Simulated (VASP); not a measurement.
# W in VASP: a series of runs

The runs below take W through single point, with LDA.

All numbers are computed with VASP 6.6.1; they aren't measurements. Logs are shortened: lines on timing, memory, paths and dates and some standing lists are left out, and cuts for length are marked.

### Step 1. The cell of the first run

The cell holds a slab with vacuum, 5 atoms: a = 3.135 Å, b = 3.135 Å, c = 22.270 Å, α = 90.00°, β = 90.00°, γ = 90.00°.

### Step 2. Single point, LDA

INCAR

```
ALGO = Normal
EDIFF = 1E-7
ENCUT = 520
GGA = CA
ISIF = 2
ISMEAR = -1
LASPH = T
LCHARG = F
LREAL = F
LWAVE = F
NBANDS = 43
NELM = 80
PREC = Accurate
SIGMA = 0.1
```

KPOINTS

```
k-points
0
Gamma
  12 12 1
```

POSCAR

```
W
1.0
    3.1348743764      0.0000000000      0.0000000000
    0.0000000000      3.1348743764      0.0000000000
    0.0000000000      0.0000000000     22.2697000000
W
5
Direct
    0.0000000000      0.0000000000      0.3657575937
    0.5000000000      0.5000000000      0.4285877335
    0.0000000000      0.0000000000      0.4999999990
    0.5000000000      0.5000000000      0.5714122665
    0.0000000000      0.0000000000      0.6342424072
```

Potentials or basis: VASP PAW LDA potentials, release 64 (W_sv).

Run with:

```sh
> cat potpaw_LDA.64/W_sv/POTCAR > POTCAR
> mpirun -np 1 vasp_std > vasp.out
```

OUTCAR:

```text
EDIFF = 1E-7
   ENCUT = 520
   GGA = CA
   ISIF = 2
   ISMEAR = -1
   LASPH = T
   LREAL = F
   NELM = 80
   PREC = Accurate

 ion  position               nearest neighbor table
   1  0.000  0.000  0.366-   2 2.62   2 2.62   2 2.62   2 2.62   3 2.99
   2  0.500  0.500  0.429-   1 2.62   1 2.62   1 2.62   1 2.62   3 2.73   3 2.73   3 2.73   3 2.73
                             4 3.18
   3  0.000  0.000  0.500-   2 2.73   2 2.73   2 2.73   2 2.73   4 2.73   4 2.73   4 2.73   4 2.73
                             1 2.99   5 2.99
   4  0.500  0.500  0.571-   5 2.62   5 2.62   5 2.62   5 2.62   3 2.73   3 2.73   3 2.73   3 2.73
                             2 3.18
   5  0.000  0.000  0.634-   4 2.62   4 2.62   4 2.62   4 2.62   3 2.99

  LATTYP: Found a simple tetragonal cell.
 ALAT       =     3.1348743764
 C/A-ratio  =     7.1038572287

  Lattice vectors:

 A1 = (   3.1348743764,   0.0000000000,   0.0000000000)
 A2 = (   0.0000000000,   3.1348743764,   0.0000000000)
 A3 = (   0.0000000000,   0.0000000000,  22.2697000000)

Analysis of symmetry for initial positions (statically):
=====================================================================
 Subroutine PRICEL returns:
 Original cell was already a primitive cell.

 Routine SETGRP: Setting up the symmetry group for a
 simple tetragonal supercell.

 Subroutine GETGRP returns: Found 16 space group operations
 (whereof 16 operations were pure point group operations)
 out of a pool of 16 trial point group operations.

The static configuration has the point symmetry D_4h.

Analysis of symmetry for dynamics (positions and initial velocities):
=====================================================================
 Subroutine PRICEL returns:
 Original cell was already a primitive cell.

 Routine SETGRP: Setting up the symmetry group for a
 simple tetragonal supercell.

 Subroutine GETGRP returns: Found 16 space group operations
 (whereof 16 operations were pure point group operations)
 out of a pool of 16 trial point group operations.

The dynamic configuration has the point symmetry D_4h.

 Subroutine INISYM returns: Found 16 space group operations
 (whereof 16 operations are pure point group operations),
 and found     1 'primitive' translations

----------------------------------------------------------------------------------------

                                     Primitive cell

  volume of cell :     218.8541

  direct lattice vectors                    reciprocal lattice vectors
     3.134874376  0.000000000  0.000000000     0.318992049  0.000000000  0.000000000
     0.000000000  3.134874376  0.000000000     0.000000000  0.318992049  0.000000000
     0.000000000  0.000000000 22.269700000     0.000000000  0.000000000  0.044904062

  length of vectors
     3.134874376  3.134874376 22.269700000     0.318992049  0.318992049  0.044904062

  position of ions in fractional coordinates (direct lattice)
     0.000000000  0.000000000  0.365757594
     0.500000000  0.500000000  0.428587734
     0.000000000  0.000000000  0.499999999
     0.500000000  0.500000000  0.571412266
     0.000000000  0.000000000  0.634242407

  ion indices of the primitive-cell ions
   primitive index   ion index
                 1           1
                 2           2
                 3           3
                 4           4
                 5           5

----------------------------------------------------------------------------------------

 KPOINTS: k-points

Automatic generation of k-mesh.
 Grid dimensions read from file:
 generate k-points for:   12   12    1

 Generating k-lattice:

  Cartesian coordinates                     Fractional coordinates (reciprocal lattice)
     0.026582671  0.000000000  0.000000000     0.083333333  0.000000000  0.000000000
     0.000000000  0.026582671  0.000000000     0.000000000  0.083333333  0.000000000
     0.000000000  0.000000000  0.044904062     0.000000000  0.000000000  1.000000000

  Length of vectors
     0.026582671  0.026582671  0.044904062

  Shift w.r.t. Gamma in fractional coordinates (k-lattice)
     0.000000000  0.000000000  0.000000000

 Subroutine IBZKPT returns following result:
 ===========================================

 Found     28 irreducible k-points:

 Following reciprocal coordinates:
            Coordinates               Weight
  0.000000  0.000000  0.000000      1.000000
  0.083333  0.000000  0.000000      4.000000
  0.166667  0.000000  0.000000      4.000000
  0.250000  0.000000  0.000000      4.000000
  0.333333  0.000000  0.000000      4.000000
  0.416667  0.000000  0.000000      4.000000
[... 16 lines left out ...]
  0.333333  0.333333  0.000000      4.000000
  0.416667  0.333333  0.000000      8.000000
 [... further k-points ...]
   k-points           NKPTS =     28   k-points in BZ     NKDIM =     28   number of bands    NBANDS=     43
   number of dos      NEDOS =    301   number of ions     NIONS =      5
   total plane-waves  NPLWV =  96768
   dimension x,y,z NGX =    24 NGY =   24 NGZ =  168
   dimension x,y,z NGXF=    48 NGYF=   48 NGZF=  336
   ions per type =               5
   NGX,Y,Z   is equivalent  to a cutoff of  12.73, 12.73, 12.54 a.u.
   NGXF,Y,Z  is equivalent  to a cutoff of  25.45, 25.45, 25.08 a.u.
 SYSTEM =  unknown system
   PREC   = accura    normal or accurate (medium, high low for compatibility)
   ISTART =      0    job   : 0-new  1-cont  2-samecut
   ICHARG =      2    charge: 1-file 2-atom 10-const
   ISPIN  =      1    spin polarized calculation?
   LNONCOLLINEAR =      F non collinear calculations
   LSORBIT =      F    spin-orbit coupling
   LASPH  =      T    aspherical Exc in radial PAW
   ENCUT  =  520.0 eV  38.22 Ry    6.18 a.u.   5.83  5.83 41.41*2*pi/ulx,y,z
   NELM   =     80;   NELMIN=  2; NELMDL= -5     # of ELM steps
   EDIFF  = 0.1E-06   stopping-criterion for ELM
   LREAL  =      F    real-space projection
   EDIFFG = 0.1E-05   stopping-criterion for IOM
   NSW    =      0    number of steps for IOM
   IBRION =     -1    ionic relax: 0-MD 1-quasi-New 2-CG
   NFREE  =      0    steps in history (QN), initial steepest desc. (CG)
   ISIF   =      2    stress and relaxation
   ISYM   =      2    0-nonsym 1-usesym 2-fastsym
   POTIM  = 0.5000    time-step for ionic-motion
   TEBEG  =    0.0;   TEEND  =   0.0 temperature during run
   PSTRESS=    0.0 pullay stress
   NELECT =      70.0000    total number of electrons
   NUPDOWN=      -1.0000    fix difference up-down
   EMIN   =  10.00;   EMAX   =-10.00  energy-range for DOS
   EFERMI =   0.00;   METHOD = LEGACY
   ISMEAR =    -1;   SIGMA  =   0.10  broadening in eV -4-tet -1-fermi 0-gaus
   EFERMI_NEDOS =   21; number of points for ismear=-14 and -15
   IALGO  =     38    algorithm
   IMIX   =      4    mixing-type and parameters
     AMIX     =   0.40;   BMIX     =  1.00
     AMIX_MAG =   1.60;   BMIX_MAG =  1.00
  volume/ion in A,a.u.               =      43.77       295.38
  Fermi-wavevector in a.u.,A,eV,Ry     =   1.119582  2.115703 17.054415  1.253464
  Thomas-Fermi vector in A             =   2.256222
   LORBIT       =      0    0 simple, 1 ext, 2 COOP (PROOUT), +10 PAW based schemes
   GGA     = CA    functional components
   LHFCALC =     F    Hartree Fock is set to
   AEXX    =    0.0000 exact exchange contribution
   IVDW    =     0    specifies the selected vdW correction
   LEPSILON=     F    determine dielectric tensor
   LRPA    =     F    only Hartree local field effects (RPA)
 non-spin polarized calculation
  energy-cutoff  :      520.00
  volume of cell :      218.85
 maximum number of plane-waves:      5952
 NGX is ok and might be reduce to    24
   NGX = 11   NGY = 11   NGZ = 83

 number of electron      70.0000009 magnetization

 Free energy of the ion-electron system (eV)
  ---------------------------------------------------
  ext. energy  EPLUGINS =         0.00000000
  ---------------------------------------------------
  free energy    TOTEN  =       -65.12885189 eV

  energy without entropy =      -64.93263167  energy(sigma->0) =      -65.03074178

 E-fermi :   1.3160     XC(G=0):  -5.9969

 val. band max:        1.3129954067   @ k =   0.5000   0.0833   0.0000
 cond. band min:       1.3194401507   @ k =   0.0000   0.0000   0.0000
 fundamental gap:      0.0064447440
 Fermi energy:         1.3159673421

 k-point     1 :       0.0000    0.0000    0.0000
  band No.  band energies     occupation
      1     -72.3842      2.00000
      2     -72.1662      2.00000
      3     -72.1502      2.00000
      4     -71.9538      2.00000
      5     -71.9450      2.00000
      6     -37.1199      2.00000
[... 35 lines left out ...]
     42       2.9745      0.00000
     43       3.1666      0.00000

 k-point     2 :       0.0833    0.0000    0.0000
  band No.  band energies     occupation
      1     -72.3817      2.00000
      2     -72.1621      2.00000
      3     -72.1474      2.00000
      4     -71.9566      2.00000
      5     -71.9484      2.00000
      6     -37.1574      2.00000
[... 35 lines left out ...]
     42       3.3956      0.00000
     43       3.8768      0.00000

 k-point     3 :       0.1667    0.0000    0.0000
  band No.  band energies     occupation
      1     -72.3745      2.00000
      2     -72.1502      2.00000
      3     -72.1389      2.00000
      4     -71.9647      2.00000
      5     -71.9585      2.00000
      6     -37.2499      2.00000
[... 35 lines left out ...]
     42       3.4421      0.00000
     43       3.8404      0.00000

 k-point     4 :       0.2500    0.0000    0.0000
  band No.  band energies     occupation
      1     -72.3648      2.00000
      2     -72.1318      2.00000
      3     -72.1250      2.00000
      4     -71.9779      2.00000
      5     -71.9745      2.00000
      6     -37.3544      2.00000
[... 863 lines left out ...]
     42       3.8024      0.00000
     43       4.4543      0.00000

 k-point    23 :       0.3333    0.3333    0.0000
  band No.  band energies     occupation
      1     -72.3418      2.00000
      2     -72.0794      2.00000
      3     -72.0791      2.00000
      4     -72.0119      2.00000
      5     -72.0091      2.00000
      6     -37.3813      2.00000
[... 35 lines left out ...]
     42       4.0626      0.00000
     43       4.3805      0.00000

 k-point    24 :       0.4167    0.3333    0.0000
  band No.  band energies     occupation
      1     -72.3385      2.00000
      2     -72.0696      2.00000
      3     -72.0695      2.00000
      4     -72.0189      2.00000
      5     -72.0150      2.00000
      6     -37.4107      2.00000
[... 35 lines left out ...]
     42       4.2199      0.00000
     43       4.3672      0.00000

 [... further k-points ...]

------------------------ aborting loop because EDIFF is reached ----------------------------------------

  FORCE on cell =-STRESS in cart. coord.  units (eV):
  Direction    XX          YY          ZZ          XY          YZ          ZX
  --------------------------------------------------------------------------------------
  -------------------------------------------------------------------------------------
  Total       -3.3091333     -3.3091333      0.7554819      0.0000000     -0.0000000     -0.0000000
  in kB      -24.2253572    -24.2253572      5.5306987      0.0000000     -0.0000000     -0.0000000
  external PRESSURE =     -14.3066719 kB  Pullay stress =       0.0000000 kB

 VOLUME and BASIS-vectors are now :
 -----------------------------------------------------------------------------
  energy-cutoff  :      520.00
  volume of cell :      218.85
      direct lattice vectors                 reciprocal lattice vectors
     3.134874376  0.000000000  0.000000000     0.318992049  0.000000000  0.000000000
     0.000000000  3.134874376  0.000000000     0.000000000  0.318992049  0.000000000
     0.000000000  0.000000000 22.269700000     0.000000000  0.000000000  0.044904062

 POSITION                                       TOTAL-FORCE (eV/Angst)
 -----------------------------------------------------------------------------------
      0.00000      0.00000      8.14531        -0.000000     -0.000000     -0.143039
      1.56744      1.56744      9.54452         0.000000      0.000000      0.013506
      0.00000      0.00000     11.13485        -0.000000     -0.000000     -0.000000
      1.56744      1.56744     12.72518        -0.000000      0.000000     -0.013506
      0.00000      0.00000     14.12439        -0.000000     -0.000000      0.143039
 -----------------------------------------------------------------------------------
    total drift:                                0.000000     -0.000000      0.000007

  FREE ENERGIE OF THE ION-ELECTRON SYSTEM (eV)
  ---------------------------------------------------
  free  energy   TOTEN  =       -65.1288518939 eV

  energy  without entropy=      -64.9326316696  energy(sigma->0) =      -65.03074178
```

Wall time 7 min (1 thread of Intel Xeon Platinum 8259CL at 2.50GHz (Skylake/Cascade Lake), shared host); peak memory 0.34 GiB.

What came out:

| Property | Result |
| --- | --- |
| Free energy | -65.1289 eV |
| Largest force | 0.143 eV/Å |
| Band gap on the k mesh | zero (bands 35 and 36 overlap by 2.07 eV) |

Forces on the atoms (eV/Å):
```
W    0.000  0.000 -0.143
W    0.000  0.000  0.014
W    0.000  0.000  0.000
W    0.000  0.000 -0.014
W    0.000  0.000  0.143
```

Levels at points of the mesh, in eV from the Fermi level:
```tsv
k point	band 33	band 34	band 35	band 36	band 37	band 38
(0.00, 0.00, 0.00)	-0.70	-0.37	-0.33	-0.24	0.00	0.00
(0.50, 0.00, 0.00)	-1.30	-0.10	0.07	0.33	1.20	1.59
(0.50, 0.50, 0.00)	-1.02	1.75	1.79	1.79	1.96	2.50
```

Caveat: spin-orbit coupling is left out, which moves the levels of the heavy elements.

### Step 3. Single point, LDA

INCAR

```
SYSTEM = W
PREC     = Accurate       ! precision mode
ENCUT    = 520            ! plane-wave cutoff, eV
EDIFF    = 1E-6           ! SCF threshold, eV
ISMEAR   = -1             ! smearing method
SIGMA    = 0.1            ! smearing width, eV
LREAL    = .FALSE.        ! projectors in reciprocal space
LASPH    = .TRUE.         ! aspherical terms in the spheres
NELM     = 100            ! most SCF steps
ALGO     = Normal         ! electronic algorithm
ISIF     = 2              ! what is computed and relaxed
LWAVE    = .FALSE.        ! write WAVECAR
LCHARG   = .FALSE.        ! write CHGCAR
LDIPOL   = .TRUE.       
IDIPOL   = 3            
DIPOL    = 0.5 0.5 0.500
NBANDS   = 43             ! bands
```

KPOINTS

```
regular mesh
0
G
  12 12 1
  0 0 0
```

POSCAR

```
W
1.0
    3.1348743764      0.0000000000      0.0000000000
    0.0000000000      3.1348743764      0.0000000000
    0.0000000000      0.0000000000     22.2697000000
W
5
Direct
    0.0000000000      0.0000000000      0.3592314053
    0.5000000000      0.5000000000      0.4296157024
    0.0000000000      0.0000000000      0.5000000000
    0.5000000000      0.5000000000      0.5703842976
    0.0000000000      0.0000000000      0.6407685947
```

Potentials or basis: VASP PAW LDA potentials, release 64 (W_sv).

Run with:

```sh
> cat potpaw_LDA.64/W_sv/POTCAR > POTCAR
> mpirun -np 1 vasp_std > vasp.out
```

OUTCAR:

```text
SYSTEM = W
   PREC = Accurate
   ENCUT = 520
   EDIFF = 1E-6
   ISMEAR = -1
   LREAL = .FALSE.
   LASPH = .TRUE.
   NELM = 100
   ISIF = 2

 ion  position               nearest neighbor table
   1  0.000  0.000  0.359-   2 2.71   2 2.71   2 2.71   2 2.71   3 3.13
   2  0.500  0.500  0.430-   1 2.71   1 2.71   1 2.71   1 2.71   3 2.71   3 2.71   3 2.71   3 2.71
                             4 3.13
   3  0.000  0.000  0.500-   2 2.71   4 2.71   2 2.71   4 2.71   2 2.71   4 2.71   2 2.71   4 2.71
                             1 3.13   5 3.13
   4  0.500  0.500  0.570-   5 2.71   5 2.71   5 2.71   5 2.71   3 2.71   3 2.71   3 2.71   3 2.71
                             2 3.13
   5  0.000  0.000  0.641-   4 2.71   4 2.71   4 2.71   4 2.71   3 3.13

[... 1315 lines left out ...]
  Total       -8.9473111     -8.9473111     -5.4613177      0.0000000      0.0000000      0.0000000
  in kB      -65.5010813    -65.5010813    -39.9809746      0.0000000      0.0000000      0.0000000
  external PRESSURE =     -56.9943791 kB  Pullay stress =       0.0000000 kB

 VOLUME and BASIS-vectors are now :
 -----------------------------------------------------------------------------
  energy-cutoff  :      520.00
  volume of cell :      218.85
      direct lattice vectors                 reciprocal lattice vectors
     3.134874376  0.000000000  0.000000000     0.318992049  0.000000000  0.000000000
     0.000000000  3.134874376  0.000000000     0.000000000  0.318992049  0.000000000
     0.000000000  0.000000000 22.269700000     0.000000000  0.000000000  0.044904062

 POSITION                                       TOTAL-FORCE (eV/Angst)
 -----------------------------------------------------------------------------------
      0.00000      0.00000      7.99998         0.000000     -0.000000      1.656320
      1.56744      1.56744      9.56741        -0.000000      0.000000     -1.589093
      0.00000      0.00000     11.13485         0.000000     -0.000000      0.000000
      1.56744      1.56744     12.70229        -0.000000      0.000000      1.589093
      0.00000      0.00000     14.26972         0.000000     -0.000000     -1.656320
 -----------------------------------------------------------------------------------
    total drift:                                0.000000     -0.000000      0.000000

  FREE ENERGIE OF THE ION-ELECTRON SYSTEM (eV)
  ---------------------------------------------------
  free  energy   TOTEN  =       -64.8631730166 eV

  energy  without entropy=      -64.6724923989  energy(sigma->0) =      -64.76783271

 vacuum level on the upper side and lower side of the slab         5.608         5.608
```

stdout:

```text
POSCAR found type information on POSCAR W
 POSCAR found :  1 types and       5 ions
 scaLAPACK will be used
 LDA part: xc-table for (Slater(with rela. corr.)+CA(PZ))
 , standard interpolation
 POSCAR, INCAR and KPOINTS ok, starting setup
 FFT: planning ... GRIDC
 FFT: planning ... GRID_SOFT
 FFT: planning ... GRID
 WAVECAR not read
 entering main loop
```

Run time: 8.6 min. Hardware: 1 thread of Oxide Virtual Turin-like, shared host; peak memory 0.31 GiB.

Results:

* Free energy: -64.8632 eV
* Largest force: 1.656 eV/Å
* Band gap on the k mesh: zero (bands 35 and 36 overlap by 2.20 eV)

Forces on the atoms (eV/Å):
```
W    0.000  0.000  1.656
W    0.000  0.000 -1.589
W    0.000  0.000  0.000
W    0.000  0.000  1.589
W    0.000  0.000 -1.656
```

Caveat: spin-orbit coupling is left out, which moves the levels of the heavy elements.

(Part 1 of 2 ends here.)
